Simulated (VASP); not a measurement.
# AlPt (Pm-3m) in VASP: further runs

The runs below take AlPt through single point, with PBEsol.

Everything below comes from runs of VASP 6.6.1. Logs are shortened: lines on timing, memory, paths and dates and some standing lists are left out, and cuts for length are marked.

## 1. The cell of the first run

The structure is cubic, space group Pm-3m (No. 221). The conventional cell has a = 3.092 Å, b = 3.092 Å, c = 3.092 Å, α = 90.00°, β = 90.00°, γ = 90.00°. Within 3.5 Å of Pt (site symmetry m-3m) lie 8 Al at 2.68 Å and 6 Pt at 3.09 Å. Al (site symmetry m-3m) has 8 Pt at 2.68 Å and 6 Al at 3.09 Å within 3.5 Å.

## 2. Single point, PBEsol

Input file INCAR:

```
PREC = Accurate
ENCUT = 520
EDIFF = 1E-7
ISMEAR = -1
SIGMA = 0.05
LREAL = False
LASPH = True
NELM = 80
ALGO = Normal
ISIF = 2
LWAVE = False
LCHARG = False
GGA = PS
NBANDS = 14
```

Input file KPOINTS:

```
regular mesh
0
Gamma
  9 9 9
```

Input file POSCAR:

```
AlPt
1.0
    3.0915460000      0.0000000000      0.0000000000
    0.0000000000      3.0915460000      0.0000000000
    0.0000000000      0.0000000000      3.0915460000
Pt Al
1 1
Direct
    0.5000000000      0.5000000000      0.5000000000
    0.0000000000      0.0000000000      0.0000000000
```

Potentials or basis: VASP PAW PBE potentials, release 64 (Pt, Al).

Launch:

```bash
$ cat potpaw_PBE.64/Pt/POTCAR potpaw_PBE.64/Al/POTCAR > POTCAR
$ mpirun -np 1 vasp_std > vasp.out
```

OUTCAR:

```text
PREC = Accurate
   ENCUT = 520
   EDIFF = 1E-7
   ISMEAR = -1
   LREAL = False
   LASPH = True
   NELM = 80
   ISIF = 2
   GGA = PS

 ion  position               nearest neighbor table
   1  0.500  0.500  0.500-   2 2.68   2 2.68   2 2.68   2 2.68   2 2.68   2 2.68   2 2.68   2 2.68

   2  0.000  0.000  0.000-   1 2.68   1 2.68   1 2.68   1 2.68   1 2.68   1 2.68   1 2.68   1 2.68

  LATTYP: Found a simple cubic cell.
 ALAT       =     3.0915460000

  Lattice vectors:

 A1 = (   3.0915460000,   0.0000000000,   0.0000000000)
 A2 = (   0.0000000000,   3.0915460000,   0.0000000000)
 A3 = (   0.0000000000,   0.0000000000,   3.0915460000)

Analysis of symmetry for initial positions (statically):
=====================================================================
 Subroutine PRICEL returns:
 Original cell was already a primitive cell.

 Routine SETGRP: Setting up the symmetry group for a
 simple cubic supercell.

 Subroutine GETGRP returns: Found 48 space group operations
 (whereof 48 operations were pure point group operations)
 out of a pool of 48 trial point group operations.

The static configuration has the point symmetry O_h .

Analysis of symmetry for dynamics (positions and initial velocities):
=====================================================================
 Subroutine PRICEL returns:
 Original cell was already a primitive cell.

 Routine SETGRP: Setting up the symmetry group for a
 simple cubic supercell.

 Subroutine GETGRP returns: Found 48 space group operations
 (whereof 48 operations were pure point group operations)
 out of a pool of 48 trial point group operations.

The dynamic configuration has the point symmetry O_h .

 Subroutine INISYM returns: Found 48 space group operations
 (whereof 48 operations are pure point group operations),
 and found     1 'primitive' translations

----------------------------------------------------------------------------------------

                                     Primitive cell

  volume of cell :      29.5479

  direct lattice vectors                    reciprocal lattice vectors
     3.091546000  0.000000000  0.000000000     0.323462759  0.000000000  0.000000000
     0.000000000  3.091546000  0.000000000     0.000000000  0.323462759  0.000000000
     0.000000000  0.000000000  3.091546000     0.000000000  0.000000000  0.323462759

  length of vectors
     3.091546000  3.091546000  3.091546000     0.323462759  0.323462759  0.323462759

  position of ions in fractional coordinates (direct lattice)
     0.500000000  0.500000000  0.500000000
     0.000000000  0.000000000  0.000000000

  ion indices of the primitive-cell ions
   primitive index   ion index
                 1           1
                 2           2

----------------------------------------------------------------------------------------

 KPOINTS: regular mesh

Automatic generation of k-mesh.
 Grid dimensions read from file:
 generate k-points for:    9    9    9

 Generating k-lattice:

  Cartesian coordinates                     Fractional coordinates (reciprocal lattice)
     0.035940307  0.000000000  0.000000000     0.111111111  0.000000000  0.000000000
     0.000000000  0.035940307  0.000000000     0.000000000  0.111111111  0.000000000
     0.000000000  0.000000000  0.035940307     0.000000000  0.000000000  0.111111111

  Length of vectors
     0.035940307  0.035940307  0.035940307

  Shift w.r.t. Gamma in fractional coordinates (k-lattice)
     0.000000000  0.000000000  0.000000000

 Subroutine IBZKPT returns following result:
 ===========================================

 Found     35 irreducible k-points:

 Following reciprocal coordinates:
            Coordinates               Weight
  0.000000  0.000000  0.000000      1.000000
  0.111111  0.000000  0.000000      6.000000
  0.222222  0.000000  0.000000      6.000000
  0.333333  0.000000  0.000000      6.000000
  0.444444  0.000000  0.000000      6.000000
  0.111111  0.111111  0.000000     12.000000
[... 16 lines left out ...]
  0.333333  0.333333  0.111111     24.000000
  0.444444  0.333333  0.111111     48.000000
 [... further k-points ...]
   k-points           NKPTS =     35   k-points in BZ     NKDIM =     35   number of bands    NBANDS=     14
   number of dos      NEDOS =    301   number of ions     NIONS =      2
   total plane-waves  NPLWV =  13824
   dimension x,y,z NGX =    24 NGY =   24 NGZ =   24
   dimension x,y,z NGXF=    48 NGYF=   48 NGZF=   48
   ions per type =               1   1
   NGX,Y,Z   is equivalent  to a cutoff of  12.91, 12.91, 12.91 a.u.
   NGXF,Y,Z  is equivalent  to a cutoff of  25.81, 25.81, 25.81 a.u.
 SYSTEM =  unknown system
   PREC   = accura    normal or accurate (medium, high low for compatibility)
   ISTART =      0    job   : 0-new  1-cont  2-samecut
   ICHARG =      2    charge: 1-file 2-atom 10-const
   ISPIN  =      1    spin polarized calculation?
   LNONCOLLINEAR =      F non collinear calculations
   LSORBIT =      F    spin-orbit coupling
   LASPH  =      T    aspherical Exc in radial PAW
   ENCUT  =  520.0 eV  38.22 Ry    6.18 a.u.   5.75  5.75  5.75*2*pi/ulx,y,z
   NELM   =     80;   NELMIN=  2; NELMDL= -5     # of ELM steps
   EDIFF  = 0.1E-06   stopping-criterion for ELM
   LREAL  =      F    real-space projection
   EDIFFG = 0.1E-05   stopping-criterion for IOM
   NSW    =      0    number of steps for IOM
   IBRION =     -1    ionic relax: 0-MD 1-quasi-New 2-CG
   NFREE  =      0    steps in history (QN), initial steepest desc. (CG)
   ISIF   =      2    stress and relaxation
   ISYM   =      2    0-nonsym 1-usesym 2-fastsym
   POTIM  = 0.5000    time-step for ionic-motion
   TEBEG  =    0.0;   TEEND  =   0.0 temperature during run
   PSTRESS=    0.0 pullay stress
   NELECT =      13.0000    total number of electrons
   NUPDOWN=      -1.0000    fix difference up-down
   EMIN   =  10.00;   EMAX   =-10.00  energy-range for DOS
   EFERMI =   0.00;   METHOD = LEGACY
   ISMEAR =    -1;   SIGMA  =   0.05  broadening in eV -4-tet -1-fermi 0-gaus
   EFERMI_NEDOS =   21; number of points for ismear=-14 and -15
   IALGO  =     38    algorithm
   IMIX   =      4    mixing-type and parameters
     AMIX     =   0.40;   BMIX     =  1.00
     AMIX_MAG =   1.60;   BMIX_MAG =  1.00
  volume/ion in A,a.u.               =      14.77        99.70
  Fermi-wavevector in a.u.,A,eV,Ry     =   1.245127  2.352948 21.093665  1.550341
  Thomas-Fermi vector in A             =   2.379363
   LORBIT       =      0    0 simple, 1 ext, 2 COOP (PROOUT), +10 PAW based schemes
   GGA     = PS    functional components
   LHFCALC =     F    Hartree Fock is set to
   AEXX    =    0.0000 exact exchange contribution
   IVDW    =     0    specifies the selected vdW correction
   LEPSILON=     F    determine dielectric tensor
   LRPA    =     F    only Hartree local field effects (RPA)
 non-spin polarized calculation
  energy-cutoff  :      520.00
  volume of cell :       29.55
 maximum number of plane-waves:       812
 NGX is ok and might be reduce to    24
   NGX = 11   NGY = 11   NGZ = 11

 number of electron      12.9999997 magnetization

 Free energy of the ion-electron system (eV)
  ---------------------------------------------------
  ext. energy  EPLUGINS =         0.00000000
  ---------------------------------------------------
  free energy    TOTEN  =       -12.91986998 eV

  energy without entropy =      -12.91289253  energy(sigma->0) =      -12.91638126

 E-fermi :  10.5867     XC(G=0): -12.1985

 val. band max:       10.5378890476   @ k =   0.3333   0.1111   0.1111
 cond. band min:      10.6654162343   @ k =   0.3333   0.3333   0.0000
 fundamental gap:      0.1275271866
 Fermi energy:        10.5867061343

 k-point     1 :       0.0000    0.0000    0.0000
  band No.  band energies     occupation
      1      -0.9257      2.00000
      2       5.0486      2.00000
      3       5.0486      2.00000
      4       8.0099      2.00000
      5       8.0099      2.00000
      6       8.0099      2.00000
      7      14.4871      0.00000
      8      14.4871      0.00000
      9      14.4871      0.00000
     10      19.6780      0.00000
     11      19.6780      0.00000
     12      20.1927      0.00000
     13      28.3672      0.00000
     14      28.3672      0.00000

 k-point     2 :       0.1111    0.0000    0.0000
  band No.  band energies     occupation
      1      -0.7006      2.00000
      2       5.1109      2.00000
      3       5.1248      2.00000
      4       7.7974      2.00000
      5       7.7974      2.00000
      6       8.0322      2.00000
      7      13.2840      0.00000
      8      14.8899      0.00000
      9      14.8899      0.00000
     10      19.2664      0.00000
     11      19.9791      0.00000
     12      21.5531      0.00000
     13      27.2662      0.00000
     14      27.2662      0.00000

 k-point     3 :       0.2222    0.0000    0.0000
  band No.  band energies     occupation
      1      -0.0467      2.00000
      2       5.2146      2.00000
      3       5.2752      2.00000
      4       7.3301      2.00000
      5       7.3301      2.00000
      6       8.0889      2.00000
      7      11.3970      0.00000
      8      15.9266      0.00000
      9      15.9266      0.00000
     10      18.3371      0.00000
     11      20.2485      0.00000
     12      24.5062      0.00000
     13      25.1641      0.00000
     14      25.1641      0.00000
[... 324 lines left out ...]
 k-point    23 :       0.3333    0.3333    0.1111
  band No.  band energies     occupation
      1       2.6114      2.00000
      2       4.7866      2.00000
      3       6.1174      2.00000
      4       6.5180      2.00000
      5       7.1732      2.00000
      6       7.3261      2.00000
      7      11.0551      0.00017
      8      12.7231      0.00000
      9      16.4581      0.00000
     10      17.4615      0.00000
     11      21.3784      0.00000
     12      22.6847      0.00000
     13      22.7610      0.00000
     14      27.2286      0.00000

 k-point    24 :       0.4444    0.3333    0.1111
  band No.  band energies     occupation
      1       3.1792      2.00000
      2       4.5992      2.00000
      3       6.0458      2.00000
      4       6.4483      2.00000
      5       7.3310      2.00000
      6       7.9510      2.00000
      7       9.9875      1.99999
      8      13.2097      0.00000
      9      15.0236      0.00000
     10      17.9992      0.00000
     11      20.8877      0.00000
     12      21.8404      0.00000
     13      24.2718      0.00000
     14      26.2583      0.00000

 [... further k-points ...]
[... 5 lines left out ...]
  --------------------------------------------------------------------------------------
  -------------------------------------------------------------------------------------
  Total       -1.0766503     -1.0766503     -1.0766503     -0.0000000     -0.0000000     -0.0000000
  in kB      -58.3791974    -58.3791974    -58.3791974     -0.0000000     -0.0000000     -0.0000000
  external PRESSURE =     -58.3791974 kB  Pullay stress =       0.0000000 kB

 VOLUME and BASIS-vectors are now :
 -----------------------------------------------------------------------------
  energy-cutoff  :      520.00
  volume of cell :       29.55
      direct lattice vectors                 reciprocal lattice vectors
     3.091546000  0.000000000  0.000000000     0.323462759  0.000000000  0.000000000
     0.000000000  3.091546000  0.000000000     0.000000000  0.323462759  0.000000000
     0.000000000  0.000000000  3.091546000     0.000000000  0.000000000  0.323462759

 POSITION                                       TOTAL-FORCE (eV/Angst)
 -----------------------------------------------------------------------------------
      1.54577      1.54577      1.54577         0.000000      0.000000      0.000000
      0.00000      0.00000      0.00000         0.000000      0.000000      0.000000
 -----------------------------------------------------------------------------------
    total drift:                                0.000000     -0.000000     -0.000000

  FREE ENERGIE OF THE ION-ELECTRON SYSTEM (eV)
  ---------------------------------------------------
  free  energy   TOTEN  =       -12.9198699842 eV

  energy  without entropy=      -12.9128925283  energy(sigma->0) =      -12.91638126
```

It took 6.2 s on 1 thread of AMD EPYC 9R45 (Zen 5), shared host; peak memory 0.11 GiB.

What came out:

```yaml
Free_energy: -12.9199 eV
Pressure: -5.8 GPa
```

Levels at points of the mesh, in eV from the Fermi level:
```tsv
k point	band 2	band 3	band 4	band 5	band 6	band 7	band 8	band 9	band 10	band 11
(0.00, 0.00, 0.00)	-5.54	-5.54	-2.58	-2.58	-2.58	3.90	3.90	3.90	9.09	9.09
```

Caveat: the PAW data sets were made with another functional, which shifts forces and pressure a little; spin-orbit coupling is left out, which moves the levels of the heavy elements.

(Part 1 of 2 ends here.)
